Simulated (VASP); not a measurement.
# Mg2C3 (C2/m) in VASP: a series of runs

Mg2C3 is run at these levels: PBE, r2SCAN; tasks: electric field gradients.

Program: VASP 6.6.1. These are calculated values, not measurements. Logs are shortened: lines on timing, memory, paths and dates and some standing lists are left out, and cuts for length are marked.

### 1 The cell of the first run

It takes space group C2/m (No. 12, monoclinic). The conventional cell has a = 4.831 Å, b = 4.700 Å, c = 4.987 Å, α = 90.00°, β = 104.25°, γ = 90.00°. Mg (site symmetry m) has 9 C at 2.24 to 2.85 Å within 3.0 Å. Within 1.8 Å of C (site symmetry m) lie 1 C at 1.34 Å. Within 1.8 Å of C (site symmetry 2/m) lie 2 C at 1.34 Å.

### 2 Electric field gradients, PBE

Input file INCAR:

```
PREC = Accurate
ENCUT = 520
EDIFF = 1E-8
ISMEAR = -1
SIGMA = 0.05
LREAL = False
LASPH = True
NELM = 100
ALGO = Normal
ISIF = 2
LWAVE = False
LCHARG = False
GGA = PE
LEFG = True
NBANDS = 16
```

Input file KPOINTS:

```
Automatic mesh
0
Gamma
  9 9 6
```

Input file POSCAR:

```
Mg2C3
1.0
    2.4155000000     -2.3500000000      0.0000000000
    2.4155000000      2.3500000000      0.0000000000
   -1.2270700000      0.0000000000      4.8332800000
Mg C
2 3
Direct
    0.8087000000      0.8087000000      0.2011000000
    0.1913000000      0.1913000000      0.7989000000
    0.2989000000      0.2989000000      0.2615000000
    0.7011000000      0.7011000000      0.7385000000
    0.5000000000      0.5000000000      0.5000000000
```

Potentials or basis: VASP PAW PBE potentials, release 64 (Mg, C).

Launch:

```sh
> cat potpaw_PBE.64/Mg/POTCAR potpaw_PBE.64/C/POTCAR > POTCAR
> mpirun -np 1 vasp_std > vasp.out
```

OUTCAR:

```text
PREC = Accurate
   ENCUT = 520
   EDIFF = 1E-8
   ISMEAR = -1
   LREAL = False
   LASPH = True
   NELM = 100
   ISIF = 2
   GGA = PE

 ion  position               nearest neighbor table
   1  0.809  0.809  0.201-   4 2.24   3 2.31   5 2.35   3 2.37   3 2.37   3 2.55   5 2.81   5 2.81
                             4 2.85   2 3.04   2 3.05   2 3.05   2 3.10   2 3.16
   2  0.191  0.191  0.799-   3 2.24   4 2.31   5 2.35   4 2.37   4 2.37   4 2.55   5 2.81   5 2.81
                             3 2.85   1 3.04   1 3.05   1 3.05   1 3.10   1 3.16
   3  0.299  0.299  0.261-   5 1.34   2 2.24   1 2.31   1 2.37   1 2.37   1 2.55   2 2.85
   4  0.701  0.701  0.739-   5 1.34   1 2.24   2 2.31   2 2.37   2 2.37   2 2.55   1 2.85
   5  0.500  0.500  0.500-   3 1.34   4 1.34   1 2.35   2 2.35   2 2.81   2 2.81   1 2.81   1 2.81

  LATTYP: Found a base centered monoclinic cell.
 ALAT       =     4.8310000000
 B/A-ratio  =     0.9728834610
 C/A-ratio  =     1.0322110763
 COS(beta)  =    -0.2460728991

  Lattice vectors:

 A1 = (   2.4155000000,  -2.3500000000,   0.0000000000)
 A2 = (   2.4155000000,   2.3500000000,   0.0000000000)
 A3 = (  -1.2270700000,   0.0000000000,   4.8332800000)

Analysis of symmetry for initial positions (statically):
=====================================================================
 Subroutine PRICEL returns:
 Original cell was already a primitive cell.

 Routine SETGRP: Setting up the symmetry group for a
 base centered monoclinic supercell.

 Subroutine GETGRP returns: Found  4 space group operations
 (whereof  4 operations were pure point group operations)
 out of a pool of  4 trial point group operations.

The static configuration has the point symmetry C_2h.

Analysis of symmetry for dynamics (positions and initial velocities):
=====================================================================
 Subroutine PRICEL returns:
 Original cell was already a primitive cell.

 Routine SETGRP: Setting up the symmetry group for a
 base centered monoclinic supercell.

 Subroutine GETGRP returns: Found  4 space group operations
 (whereof  4 operations were pure point group operations)
 out of a pool of  4 trial point group operations.

The dynamic configuration has the point symmetry C_2h.

 Subroutine INISYM returns: Found  4 space group operations
 (whereof  4 operations are pure point group operations),
 and found     1 'primitive' translations

----------------------------------------------------------------------------------------

                                     Primitive cell

  volume of cell :      54.8715

  direct lattice vectors                    reciprocal lattice vectors
     2.415500000 -2.350000000  0.000000000     0.206996481 -0.212765957  0.052552133
     2.415500000  2.350000000  0.000000000     0.206996481  0.212765957  0.052552133
    -1.227070000  0.000000000  4.833280000     0.000000000  0.000000000  0.206898835

  length of vectors
     3.370035645  3.370035645  4.986611710     0.301460814  0.301460814  0.206898835

  position of ions in fractional coordinates (direct lattice)
     0.808700000  0.808700000  0.201100000
     0.191300000  0.191300000  0.798900000
     0.298900000  0.298900000  0.261500000
     0.701100000  0.701100000  0.738500000
     0.500000000  0.500000000  0.500000000

  ion indices of the primitive-cell ions
   primitive index   ion index
                 1           1
                 2           2
                 3           3
                 4           4
                 5           5

----------------------------------------------------------------------------------------

 KPOINTS: Automatic mesh

Automatic generation of k-mesh.
 Grid dimensions read from file:
[... 57 lines left out ...]
   ISTART =      0    job   : 0-new  1-cont  2-samecut
   ICHARG =      2    charge: 1-file 2-atom 10-const
   ISPIN  =      1    spin polarized calculation?
   LNONCOLLINEAR =      F non collinear calculations
   LSORBIT =      F    spin-orbit coupling
   LASPH  =      T    aspherical Exc in radial PAW
   ENCUT  =  520.0 eV  38.22 Ry    6.18 a.u.   6.27  6.27  9.27*2*pi/ulx,y,z
   NELM   =    100;   NELMIN=  2; NELMDL= -5     # of ELM steps
   EDIFF  = 0.1E-07   stopping-criterion for ELM
   LREAL  =      F    real-space projection
   EDIFFG = 0.1E-06   stopping-criterion for IOM
   NSW    =      0    number of steps for IOM
   IBRION =     -1    ionic relax: 0-MD 1-quasi-New 2-CG
   NFREE  =      0    steps in history (QN), initial steepest desc. (CG)
   ISIF   =      2    stress and relaxation
   ISYM   =      2    0-nonsym 1-usesym 2-fastsym
   POTIM  = 0.5000    time-step for ionic-motion
   TEBEG  =    0.0;   TEEND  =   0.0 temperature during run
   PSTRESS=    0.0 pullay stress
   NELECT =      16.0000    total number of electrons
   NUPDOWN=      -1.0000    fix difference up-down
   EMIN   =  10.00;   EMAX   =-10.00  energy-range for DOS
   EFERMI =   0.00;   METHOD = LEGACY
   ISMEAR =    -1;   SIGMA  =   0.05  broadening in eV -4-tet -1-fermi 0-gaus
   EFERMI_NEDOS =   21; number of points for ismear=-14 and -15
   IALGO  =     38    algorithm
   IMIX   =      4    mixing-type and parameters
     AMIX     =   0.40;   BMIX     =  1.00
     AMIX_MAG =   1.60;   BMIX_MAG =  1.00
  volume/ion in A,a.u.               =      10.97        74.06
  Fermi-wavevector in a.u.,A,eV,Ry     =   1.085590  2.051468 16.034546  1.178506
  Thomas-Fermi vector in A             =   2.221707
   LORBIT       =      0    0 simple, 1 ext, 2 COOP (PROOUT), +10 PAW based schemes
   GGA     = PE    functional components
   LHFCALC =     F    Hartree Fock is set to
   AEXX    =    0.0000 exact exchange contribution
   IVDW    =     0    specifies the selected vdW correction
   LEPSILON=     F    determine dielectric tensor
   LRPA    =     F    only Hartree local field effects (RPA)
 non-spin polarized calculation
  energy-cutoff  :      520.00
  volume of cell :       54.87
 maximum number of plane-waves:      1497
 NGX is ok and might be reduce to    28
   NGX = 13   NGY = 13   NGZ = 19

 number of electron      15.9999999 magnetization

 Free energy of the ion-electron system (eV)
  ---------------------------------------------------
  ext. energy  EPLUGINS =         0.00000000
  ---------------------------------------------------
  free energy    TOTEN  =       -29.61736145 eV

  energy without entropy =      -29.61736145  energy(sigma->0) =      -29.61736145

 E-fermi :   5.4858     XC(G=0): -10.3884

 val. band max:        4.5937323491   @ k =   0.0000   0.0000   0.5000
 cond. band min:       6.3721618615   @ k =   0.4444   0.4444   0.3333
 fundamental gap:      1.7784295124
 Fermi energy:         5.4858497628

 k-point     1 :       0.0000    0.0000    0.0000
  band No.  band energies     occupation
      1     -11.3851      2.00000
      2      -7.4310      2.00000
      3      -2.8194      2.00000
      4       0.5092      2.00000
      5       1.2680      2.00000
      6       1.6602      2.00000
[... 433 lines left out ...]
      3      -1.5830      2.00000
      4      -1.1887      2.00000
      5      -0.7708      2.00000
      6       0.6585      2.00000
[... 8 lines left out ...]
     15      15.3435      0.00000
     16      16.6299      0.00000

 [... further k-points ...]

------------------------ aborting loop because EDIFF is reached ----------------------------------------

  FORCE on cell =-STRESS in cart. coord.  units (eV):
  Direction    XX          YY          ZZ          XY          YZ          ZX
  --------------------------------------------------------------------------------------
  -------------------------------------------------------------------------------------
  Total       -0.1607067     -0.0054477     -0.3277637      0.0000000      0.0000000     -0.3207996
  in kB       -4.6924282     -0.1590658     -9.5702780      0.0000000      0.0000000     -9.3669357
  external PRESSURE =      -4.8072573 kB  Pullay stress =       0.0000000 kB

 VOLUME and BASIS-vectors are now :
 -----------------------------------------------------------------------------
  energy-cutoff  :      520.00
  volume of cell :       54.87
      direct lattice vectors                 reciprocal lattice vectors
     2.415500000 -2.350000000  0.000000000     0.206996481 -0.212765957  0.052552133
     2.415500000  2.350000000  0.000000000     0.206996481  0.212765957  0.052552133
    -1.227070000  0.000000000  4.833280000     0.000000000  0.000000000  0.206898835

 POSITION                                       TOTAL-FORCE (eV/Angst)
 -----------------------------------------------------------------------------------
      3.66007      0.00000      0.97197         0.030112      0.000000     -0.081184
     -0.05614      0.00000      3.86131        -0.030112      0.000000      0.081184
      1.12311      0.00000      1.26390         0.192114      0.000000      0.379409
      2.48082      0.00000      3.56938        -0.192114      0.000000     -0.379409
      1.80197      0.00000      2.41664         0.000000      0.000000      0.000000
 -----------------------------------------------------------------------------------
    total drift:                               -0.000000      0.000000      0.000000

  FREE ENERGIE OF THE ION-ELECTRON SYSTEM (eV)
  ---------------------------------------------------
  free  energy   TOTEN  =       -29.6173614471 eV

  energy  without entropy=      -29.6173614462  energy(sigma->0) =      -29.61736145

 Electric field gradients (V/A^2)
---------------------------------------------------------------------
 ion       V_xx      V_yy      V_zz      V_xy      V_xz      V_yz
---------------------------------------------------------------------
   1       1.243    -3.432     2.188    -0.000    -3.954     0.000
   2       1.243    -3.432     2.188     0.000    -3.954    -0.000
   3       5.560     0.749    -6.309    -0.000   -11.243    -0.000
   4       5.560     0.749    -6.309     0.000   -11.243    -0.000
   5       3.647    30.359   -34.006     0.000   -35.867    -0.000
---------------------------------------------------------------------

 Electric field gradients after diagonalization (V/A^2)
 (convention: |V_zz| > |V_xx| > |V_yy|)
----------------------------------------------------------------------
 ion       V_xx      V_yy      V_zz     asymmetry (V_yy - V_xx)/ V_zz
----------------------------------------------------------------------
   1      -3.432    -2.266     5.698       0.205
   2      -3.432    -2.266     5.698       0.205
   3      12.339     0.749   -13.088       0.886
   4      12.339     0.749   -13.088       0.886
   5      30.359    25.328   -55.687       0.090
----------------------------------------------------------------------

           NMR quadrupolar parameters

 Cq : quadrupolar parameter    Cq=e*Q*V_zz/h
 eta: asymmetry parameters     (V_yy - V_xx)/ V_zz
 Q  : nuclear electric quadrupole moment in mb (millibarn)
----------------------------------------------------------------------
 ion       Cq(MHz)       eta       Q (mb)
----------------------------------------------------------------------
   1       0.014       0.205       1.000
   2       0.014       0.205       1.000
   3      -0.032       0.886       1.000
   4      -0.032       0.886       1.000
   5      -0.135       0.090       1.000
----------------------------------------------------------------------
```

Wall time 2.8 min (1 thread of Intel Xeon Platinum 8175M at 2.50GHz (Skylake/Cascade Lake), shared host); peak memory 0.26 GiB.

What came out:

```yaml
Free_energy: -29.6174 eV
Pressure: -0.5 GPa
Largest_force: 0.425 eV/Å
Band_gap_on_the_k_mesh: 1.78 eV, indirect (least direct gap 2.46 eV)
```

Forces on the atoms (eV/Å):
```
Mg   0.030  0.000 -0.081
Mg  -0.030  0.000  0.081
C    0.192  0.000  0.379
C   -0.192  0.000 -0.379
C    0.000  0.000  0.000
```

Levels at points of the mesh, in eV from the valence-band top:
```
           k point  band 4  band 5  band 6  band 7  band 8  band 9  band 10  band 11  band 12  band 13
(0.00, 0.00, 0.00)   -4.08   -3.33   -2.93   -1.51   -0.72    3.32     3.41     4.04     7.54     7.68
(0.00, 0.00, 0.50)   -4.32   -3.79   -3.51   -1.00    0.00    3.12     3.39     4.07     5.85     7.17
```

Electric field gradients, principal values (V/Å²):
```
atom   least  middle  greatest (by size)
1 Mg  -2.266  -3.432               5.698
2 Mg  -2.266  -3.432               5.698
 3 C   0.749  12.339             -13.088
 4 C   0.749  12.339             -13.088
 5 C  25.328  30.359             -55.687
```

Caveat: without QUAD_EFG the Cq values of the log hold for a quadrupole moment of 1 mb, not for the nuclei. A k mesh can miss the band edges.

[end of part 1 of 2]
